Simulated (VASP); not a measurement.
# Ge in VASP: a series of runs

Ge is run at these levels: r2SCAN; tasks: single point, relaxation of cell and atoms.

Everything below comes from runs of VASP 6.6.1. Logs are shortened: lines on timing, memory, paths and dates and some standing lists are left out, and cuts for length are marked.

## (1) The cell of the first run

The structure is cubic, space group Pm-3m (No. 221). The conventional cell has a = 2.680 Å, b = 2.680 Å, c = 2.680 Å, α = 90.00°, β = 90.00°, γ = 90.00°. Within 3.5 Å of Ge (site symmetry m-3m) lie 6 Ge at 2.68 Å.

This isn't the form of Ge at room conditions, which is diamond.

## (2) Single point, r2SCAN

Contents of POSCAR:

```
Ge
1.0
    2.6799153106      0.0000000000      0.0000000000
    0.0000000000      2.6799153106      0.0000000000
    0.0000000000      0.0000000000      2.6799153106
Ge
1
Direct
    0.0000000000      0.0000000000      0.0000000000
```

Contents of INCAR.step1:

```
  PREC = Accurate
  ENCUT = 520
  ISMEAR = 0
  SIGMA = 0.1
  LREAL = F
  LASPH = T
  NELM = 60
  NBANDS = 13
  GGA = PE
  ALGO = Normal
  EDIFF = 1E-4
  LWAVE = T
  LCHARG = F
```

Contents of INCAR.step2:

```
  PREC = Accurate
  ENCUT = 520
  EDIFF = 1E-6
  ISMEAR = 0
  SIGMA = 0.1
  LREAL = F
  LASPH = T
  NELM = 60
  ALGO = Normal
  ISIF = 2
  LWAVE = F
  LCHARG = T
  METAGGA = R2SCAN
  LMIXTAU = T
  LELF = T
  LVHAR = T
  NBANDS = 13
  ISTART = 1
```

Contents of KPOINTS:

```
regular mesh
0
Gamma
  20 20 20
```

Potentials or basis: VASP PAW PBE potentials, release 64 (Ge_d).

Run with:

```sh
$ cat potpaw_PBE.64/Ge_d/POTCAR > POTCAR
$ cp INCAR.step1 INCAR
$ mpirun -np 1 vasp_std > vasp.out
$ cp INCAR.step2 INCAR
$ mpirun -np 1 vasp_std > vasp.out
```

OUTCAR:

```text
PREC = Accurate
   ENCUT = 520
   EDIFF = 1E-6
   ISMEAR = 0
   LREAL = F
   LASPH = T
   NELM = 60
   ISIF = 2
   METAGGA = R2SCAN
   ISTART = 1

 ion  position               nearest neighbor table
   1  0.000  0.000  0.000-

  LATTYP: Found a simple cubic cell.
 ALAT       =     2.6799153106

  Lattice vectors:

 A1 = (   2.6799153106,   0.0000000000,   0.0000000000)
 A2 = (   0.0000000000,   2.6799153106,   0.0000000000)
 A3 = (   0.0000000000,   0.0000000000,   2.6799153106)

Analysis of symmetry for initial positions (statically):
=====================================================================
 Subroutine PRICEL returns:
 Original cell was already a primitive cell.

 Routine SETGRP: Setting up the symmetry group for a
 simple cubic supercell.

 Subroutine GETGRP returns: Found 48 space group operations
 (whereof 48 operations were pure point group operations)
 out of a pool of 48 trial point group operations.

The static configuration has the point symmetry O_h .

Analysis of symmetry for dynamics (positions and initial velocities):
=====================================================================
 Subroutine PRICEL returns:
 Original cell was already a primitive cell.

 Routine SETGRP: Setting up the symmetry group for a
 simple cubic supercell.

 Subroutine GETGRP returns: Found 48 space group operations
 (whereof 48 operations were pure point group operations)
 out of a pool of 48 trial point group operations.

The dynamic configuration has the point symmetry O_h .

 Subroutine INISYM returns: Found 48 space group operations
 (whereof 48 operations are pure point group operations),
 and found     1 'primitive' translations

----------------------------------------------------------------------------------------

                                     Primitive cell

  volume of cell :      19.2470

  direct lattice vectors                    reciprocal lattice vectors
     2.679915311  0.000000000  0.000000000     0.373146120  0.000000000  0.000000000
     0.000000000  2.679915311  0.000000000     0.000000000  0.373146120  0.000000000
     0.000000000  0.000000000  2.679915311     0.000000000  0.000000000  0.373146120

  length of vectors
     2.679915311  2.679915311  2.679915311     0.373146120  0.373146120  0.373146120

  position of ions in fractional coordinates (direct lattice)
     0.000000000  0.000000000  0.000000000

  ion indices of the primitive-cell ions
   primitive index   ion index
                 1           1

----------------------------------------------------------------------------------------

 KPOINTS: regular mesh

Automatic generation of k-mesh.
 Grid dimensions read from file:
 generate k-points for:   20   20   20

 Generating k-lattice:

  Cartesian coordinates                     Fractional coordinates (reciprocal lattice)
     0.018657306  0.000000000  0.000000000     0.050000000  0.000000000  0.000000000
     0.000000000  0.018657306  0.000000000     0.000000000  0.050000000  0.000000000
     0.000000000  0.000000000  0.018657306     0.000000000  0.000000000  0.050000000

  Length of vectors
     0.018657306  0.018657306  0.018657306

  Shift w.r.t. Gamma in fractional coordinates (k-lattice)
     0.000000000  0.000000000  0.000000000

 Subroutine IBZKPT returns following result:
 ===========================================

 Found    286 irreducible k-points:

 Following reciprocal coordinates:
            Coordinates               Weight
  0.000000  0.000000  0.000000      1.000000
  0.050000  0.000000  0.000000      6.000000
  0.100000  0.000000  0.000000      6.000000
  0.150000  0.000000  0.000000      6.000000
  0.200000  0.000000  0.000000      6.000000
  0.250000  0.000000  0.000000      6.000000
[... 16 lines left out ...]
  0.150000  0.100000  0.000000     24.000000
  0.200000  0.100000  0.000000     24.000000
 [... further k-points ...]
   k-points           NKPTS =    286   k-points in BZ     NKDIM =    286   number of bands    NBANDS=     13
   number of dos      NEDOS =    301   number of ions     NIONS =      1
   total plane-waves  NPLWV =   8000
   dimension x,y,z NGX =    20 NGY =   20 NGZ =   20
   dimension x,y,z NGXF=    40 NGYF=   40 NGZF=   40
   ions per type =               1
   NGX,Y,Z   is equivalent  to a cutoff of  12.41, 12.41, 12.41 a.u.
   NGXF,Y,Z  is equivalent  to a cutoff of  24.81, 24.81, 24.81 a.u.
 SYSTEM =  unknown system
   PREC   = accura    normal or accurate (medium, high low for compatibility)
   ISTART =      1    job   : 0-new  1-cont  2-samecut
   ICHARG =      0    charge: 1-file 2-atom 10-const
   ISPIN  =      1    spin polarized calculation?
   LNONCOLLINEAR =      F non collinear calculations
   LSORBIT =      F    spin-orbit coupling
   LASPH  =      T    aspherical Exc in radial PAW
   ENCUT  =  520.0 eV  38.22 Ry    6.18 a.u.   4.98  4.98  4.98*2*pi/ulx,y,z
   NELM   =     60;   NELMIN=  2; NELMDL=  0     # of ELM steps
   EDIFF  = 0.1E-05   stopping-criterion for ELM
   LREAL  =      F    real-space projection
   EDIFFG = 0.1E-04   stopping-criterion for IOM
   NSW    =      0    number of steps for IOM
   IBRION =     -1    ionic relax: 0-MD 1-quasi-New 2-CG
   NFREE  =      0    steps in history (QN), initial steepest desc. (CG)
   ISIF   =      2    stress and relaxation
   ISYM   =      2    0-nonsym 1-usesym 2-fastsym
   POTIM  = 0.5000    time-step for ionic-motion
   TEBEG  =    0.0;   TEEND  =   0.0 temperature during run
   PSTRESS=    0.0 pullay stress
   NELECT =      14.0000    total number of electrons
   NUPDOWN=      -1.0000    fix difference up-down
   EMIN   =  10.00;   EMAX   =-10.00  energy-range for DOS
   EFERMI =   0.00;   METHOD = LEGACY
   ISMEAR =     0;   SIGMA  =   0.10  broadening in eV -4-tet -1-fermi 0-gaus
   EFERMI_NEDOS =   21; number of points for ismear=-14 and -15
   IALGO  =     38    algorithm
   IMIX   =      4    mixing-type and parameters
     AMIX     =   0.40;   BMIX     =  1.00
     AMIX_MAG =   1.60;   BMIX_MAG =  1.00
  volume/ion in A,a.u.               =      19.25       129.89
  Fermi-wavevector in a.u.,A,eV,Ry     =   1.472300  2.782244 29.492921  2.167669
  Thomas-Fermi vector in A             =   2.587332
   LORBIT       =      0    0 simple, 1 ext, 2 COOP (PROOUT), +10 PAW based schemes
   METAGGA = R2SCAN    functional components
   LHFCALC =     F    Hartree Fock is set to
   AEXX    =    0.0000 exact exchange contribution
   IVDW    =     0    specifies the selected vdW correction
   LEPSILON=     F    determine dielectric tensor
   LRPA    =     F    only Hartree local field effects (RPA)
 non-spin polarized calculation
 Gauss-broadening in eV      SIGMA  =   0.10
  energy-cutoff  :      520.00
  volume of cell :       19.25
 maximum number of plane-waves:       552
 NGX is ok and might be reduce to    20

 number of electron      13.9999969 magnetization

 Free energy of the ion-electron system (eV)
  ---------------------------------------------------
  ext. energy  EPLUGINS =         0.00000000
  ---------------------------------------------------
  free energy    TOTEN  =       -13.51740425 eV

  energy without entropy =      -13.51532600  energy(sigma->0) =      -13.51636512

 E-fermi :   6.1170     XC(G=0): -12.1086

 val. band max:        6.1026278054   @ k =   0.4000   0.3500   0.1500
 cond. band min:       6.1359941910   @ k =   0.5000   0.4500   0.4500
 fundamental gap:      0.0333663856
 Fermi energy:         6.1169989248

 k-point     1 :       0.0000    0.0000    0.0000
  band No.  band energies     occupation
      1     -19.2857      2.00000
      2     -19.2857      2.00000
      3     -18.9973      2.00000
      4     -18.9973      2.00000
      5     -18.9973      2.00000
      6      -7.4831      2.00000
      7      13.2674      0.00000
      8      13.2674      0.00000
      9      13.2674      0.00000
     10      16.7523      0.00000
     11      16.7523      0.00000
     12      20.1904      0.00000
     13      36.4455      0.00000

 k-point     2 :       0.0500    0.0000    0.0000
  band No.  band energies     occupation
      1     -19.2853      2.00000
      2     -19.2803      2.00000
      3     -18.9991      2.00000
      4     -18.9991      2.00000
      5     -18.9971      2.00000
      6      -7.4303      2.00000
      7      12.3837      0.00000
      8      13.3191      0.00000
      9      13.3191      0.00000
     10      16.7986      0.00000
     11      17.4974      0.00000
     12      20.4637      0.00000
     13      34.9938      0.00000

 k-point     3 :       0.1000    0.0000    0.0000
  band No.  band energies     occupation
      1     -19.2842      2.00000
      2     -19.2646      2.00000
      3     -19.0045      2.00000
      4     -19.0045      2.00000
      5     -18.9967      2.00000
      6      -7.2718      2.00000
      7      10.7352      0.00000
      8      13.4727      0.00000
      9      13.4727      0.00000
     10      16.9372      0.00000
     11      18.5336      0.00000
     12      21.4765      0.00000
     13      33.1026      0.00000
[... 305 lines left out ...]
 k-point    23 :       0.1500    0.1000    0.0000
  band No.  band energies     occupation
      1     -19.2685      2.00000
      2     -19.2312      2.00000
      3     -19.0208      2.00000
      4     -19.0122      2.00000
      5     -19.0031      2.00000
      6      -6.7971      2.00000
      7       9.1329      0.00000
      8      11.2839      0.00000
      9      13.9301      0.00000
     10      18.2074      0.00000
     11      21.0575      0.00000
     12      23.3920      0.00000
     13      28.2202      0.00000

 k-point    24 :       0.2000    0.1000    0.0000
  band No.  band energies     occupation
      1     -19.2654      2.00000
      2     -19.2013      2.00000
      3     -19.0317      2.00000
      4     -19.0226      2.00000
      5     -19.0022      2.00000
      6      -6.4299      2.00000
      7       7.4341      0.00000
      8      11.6048      0.00000
      9      14.2729      0.00000
     10      18.5605      0.00000
     11      21.4968      0.00000
     12      25.0226      0.00000
     13      27.0497      0.00000

 [... further k-points ...]

------------------------ aborting loop because EDIFF is reached ----------------------------------------

  FORCE on cell =-STRESS in cart. coord.  units (eV):
  Direction    XX          YY          ZZ          XY          YZ          ZX
  --------------------------------------------------------------------------------------
  -------------------------------------------------------------------------------------
  Total       -0.0048083     -0.0048083     -0.0048083      0.0000000     -0.0000000      0.0000000
  in kB       -0.4002570     -0.4002570     -0.4002570      0.0000000     -0.0000000      0.0000000
  external PRESSURE =      -0.4002570 kB  Pullay stress =       0.0000000 kB

 VOLUME and BASIS-vectors are now :
 -----------------------------------------------------------------------------
  energy-cutoff  :      520.00
  volume of cell :       19.25
      direct lattice vectors                 reciprocal lattice vectors
     2.679915311  0.000000000  0.000000000     0.373146120  0.000000000  0.000000000
     0.000000000  2.679915311  0.000000000     0.000000000  0.373146120  0.000000000
     0.000000000  0.000000000  2.679915311     0.000000000  0.000000000  0.373146120

 POSITION                                       TOTAL-FORCE (eV/Angst)
 -----------------------------------------------------------------------------------
      0.00000      0.00000      0.00000         0.000000      0.000000      0.000000
 -----------------------------------------------------------------------------------
    total drift:                                0.000000      0.000000      0.000000

  FREE ENERGIE OF THE ION-ELECTRON SYSTEM (eV)
  ---------------------------------------------------
  free  energy   TOTEN  =       -13.5174042460 eV

  energy  without entropy=      -13.5153259980  energy(sigma->0) =      -13.51636512
```

Run time: 3.2 min. Hardware: 1 thread of Intel Xeon 8259CL, shared host; peak memory 0.18 GiB.

Results:

| Property | Result |
| --- | --- |
| Free energy | -13.5174 eV |
| Pressure | 0.0 GPa |
| Band gap on the k mesh | zero (bands 7 and 8 overlap by 9.95 eV) |

Caveat: the PAW data sets were made with another functional, which shifts forces and pressure a little.

## (3) Relaxation of cell and atoms, r2SCAN

This run uses another cell than the first one, of 19.19 Å³/atom.

Contents of POSCAR:

```
Ge
1.0
    2.6771382016      0.0000000000      0.0000000000
    0.0000000000      2.6771382016      0.0000000000
    0.0000000000      0.0000000000      2.6771382016
Ge
1
Direct
    0.0000000000      0.0000000000      0.0000000000
```

Contents of INCAR.step1:

```
SYSTEM = Ge
PREC = Accurate
ENCUT = 600
ISMEAR = 0
SIGMA = 0.1
LREAL = .FALSE.
LASPH = .TRUE.
NELM = 80
GGA = PE
ALGO = Normal
EDIFF = 1E-4
LWAVE = .TRUE.
LCHARG = .FALSE.
```

Contents of INCAR.step2:

```
SYSTEM = Ge
PREC = Accurate
ENCUT = 600
EDIFF = 1E-6
ISMEAR = 0
SIGMA = 0.1
LREAL = .FALSE.
LASPH = .TRUE.
NELM = 80
ALGO = Normal
ISIF = 3
LWAVE = .FALSE.
LCHARG = .FALSE.
METAGGA = R2SCAN
LMIXTAU = .TRUE.
IBRION = 2
NSW = 100
EDIFFG = -0.01
ISTART = 1
```

Contents of KPOINTS:

```
regular mesh
0
G
  20 20 20
  0 0 0
```

Potentials or basis: VASP PAW PBE potentials, release 64 (Ge_d).

Run with:

```sh
$ cat potpaw_PBE.64/Ge_d/POTCAR > POTCAR
$ cp INCAR.step1 INCAR
$ mpirun -np 1 vasp_std > vasp.out
$ cp INCAR.step2 INCAR
$ mpirun -np 1 vasp_std > vasp.out
```

Run time: 9.2 min. Hardware: 1 thread of Intel Xeon 8259CL, shared host; peak memory 0.21 GiB.

Results (log left out):

| Item | Value |
| --- | --- |
| Free energy | -13.5179 eV |
| Relaxed volume | 19.20 Å³/atom |
| Relaxed cell | a = 2.678 Å, b = 2.678 Å, c = 2.678 Å, α = 90.00°, β = 90.00°, γ = 90.00° |
| Space group after relaxing (to 0.1 Å) | Pm-3m (No. 221) |
| Energy gained by relaxing | 0.0 meV/atom |
| Ionic steps | 5 |
| Pressure after relaxing | 0.0 GPa |
| Band gap on the k mesh | zero (bands 7 and 8 overlap by 9.97 eV) |

Final structure:
```
CELL_PARAMETERS angstrom
2.67784 0.00000 0.00000
0.00000 2.67784 0.00000
0.00000 0.00000 2.67784
ATOMIC_POSITIONS crystal
Ge 0.00000 0.00000 0.00000
```

Levels at points of the mesh, in eV from the Fermi level:
```csv
k point,band 5,band 6,band 7,band 8,band 9,band 10
"(0.00, 0.00, 0.00)",-25.11,-13.62,7.16,7.16,7.16,10.64
"(0.50, 0.00, 0.00)",-25.11,-9.53,-6.04,10.34,10.34,14.00
"(0.50, 0.50, 0.00)",-25.03,-5.10,-2.81,-2.81,3.54,13.53
"(0.50, 0.50, 0.50)",-25.03,0.15,0.28,0.28,0.28,7.37
```

Caveat: the PAW data sets were made with another functional, which shifts forces and pressure a little.

## (4) Single point, r2SCAN

This run uses another cell than the first one: it holds 3 atoms, not 1.

Contents of POSCAR:

```
Ge
1.0
    3.7777512656      0.0000000000      0.0000000000
   -1.8888756328      3.2716285652      0.0000000000
    0.0000000000      0.0000000000      4.6385406201
Ge
3
Direct
    0.3333403807      0.0000000000      0.3333333333
    0.0000000000      0.3333403807      0.6666666667
    0.6666596193      0.6666596193      0.0000000000
```

Contents of INCAR.step1:

```
SYSTEM = Ge
PREC = Accurate ; ENCUT = 520
ISMEAR = 0 ; SIGMA = 0.1
LREAL = .FALSE. ; LASPH = .TRUE.
NELM = 60 ; NBANDS = 28
GGA = PE ; ALGO = Normal
EDIFF = 1E-4 ; LWAVE = .TRUE.
LCHARG = .FALSE.
```

Contents of INCAR.step2:

```
SYSTEM = Ge
PREC = Accurate ; ENCUT = 520
EDIFF = 1E-6 ; ISMEAR = 0
SIGMA = 0.1 ; LREAL = .FALSE.
LASPH = .TRUE. ; NELM = 60
ALGO = Normal ; ISIF = 2
LWAVE = .FALSE. ; LCHARG = .TRUE.
METAGGA = R2SCAN ; LMIXTAU = .TRUE.
LELF = .TRUE. ; LVHAR = .TRUE.
NBANDS = 28 ; ISTART = 1
```

Contents of KPOINTS:

```
regular mesh
0
G
  6 6 4
  0 0 0
```

Run with:

```sh
$ cat potpaw_PBE.64/Ge_d/POTCAR > POTCAR
$ cp INCAR.step1 INCAR
$ mpirun -np 1 vasp_std > vasp.out
$ cp INCAR.step2 INCAR
$ mpirun -np 1 vasp_std > vasp.out
```

It took 3.4 min on 1 thread of AMD EPYC 7R13, shared host; peak memory 0.15 GiB.

It converged, with:

- Free energy: -40.5627 eV
- Pressure: -0.1 GPa
- Band gap on the k mesh: zero (bands 21 and 22 overlap by 3.34 eV)

Levels at points of the mesh, in eV from the Fermi level:
```
           k point  band 18  band 19  band 20  band 21  band 22  band 23  band 24  band 25
(0.00, 0.00, 0.00)    -6.61     0.73     0.73     0.73     0.73     3.17     3.17     7.37
(0.50, 0.00, 0.00)    -4.91    -2.66    -2.63    -1.77    -1.77     3.71     4.60     4.60
(0.00, 0.00, 0.50)     0.38     0.44     0.48     0.48     3.15     3.15     3.15     3.15
(0.50, 0.00, 0.50)    -8.30    -5.90    -0.73    -0.73     0.44     0.44     6.90     6.90
```

Caveat: the PAW data sets were made with another functional, which shifts forces and pressure a little.

## (5) Single point, r2SCAN

Contents of POSCAR:

```
Ge
1.0
    2.6796126489      0.0000000000      0.0000000000
    0.0000000000      2.6796126489      0.0000000000
    0.0000000000      0.0000000000      2.6796126489
Ge
1
Direct
    0.5000000000      0.5000000000      0.5000000000
```

Contents of INCAR.step1:

```
PREC = Accurate
ENCUT = 520
ISMEAR = 0
SIGMA = 0.1
LREAL = F
LASPH = T
NELM = 100
NBANDS = 13
GGA = PE
ALGO = Normal
EDIFF = 1E-4
LWAVE = T
LCHARG = F
```

Contents of INCAR.step2:

```
PREC = Accurate
ENCUT = 520
EDIFF = 1E-6
ISMEAR = 0
SIGMA = 0.1
LREAL = F
LASPH = T
NELM = 100
ALGO = Normal
ISIF = 2
LWAVE = F
LCHARG = T
METAGGA = R2SCAN
LMIXTAU = T
LELF = T
LVHAR = T
NBANDS = 13
ISTART = 1
```

Contents of KPOINTS:

```
Automatic mesh
0
Gamma
  20 20 20
```

Run with:

```sh
$ cat potpaw_PBE.64/Ge_d/POTCAR > POTCAR
$ cp INCAR.step1 INCAR
$ mpirun -np 1 vasp_std > vasp.out
$ cp INCAR.step2 INCAR
$ mpirun -np 1 vasp_std > vasp.out
```

It took 4.2 min on 1 thread of AMD EPYC 7R13, shared host; peak memory 0.15 GiB.

Results (log left out):

```
Free energy            : -13.5174 eV
Pressure               : 0.0 GPa
Band gap on the k mesh : zero (bands 7 and 8 overlap by 9.95 eV)
```

Levels at points of the mesh, in eV from the Fermi level:
```
           k point  band 3  band 4  band 5  band 6  band 7  band 8  band 9  band 10  band 11  band 12
(0.00, 0.00, 0.00)  -25.11  -25.11  -25.11  -13.60    7.15    7.15    7.15    10.64    10.64    14.08
(0.50, 0.00, 0.00)  -25.19  -25.18  -25.11   -9.52   -6.03   10.32   10.32    13.99    16.57    17.40
(0.50, 0.50, 0.00)  -25.18  -25.18  -25.03   -5.11   -2.80   -2.80    3.55    13.50    20.84    20.84
(0.50, 0.50, 0.50)  -25.28  -25.03  -25.03    0.12    0.28    0.28    0.28     7.37     7.37     7.37
```

Caveat: the PAW data sets were made with another functional, which shifts forces and pressure a little.

[end of part 1 of 2]
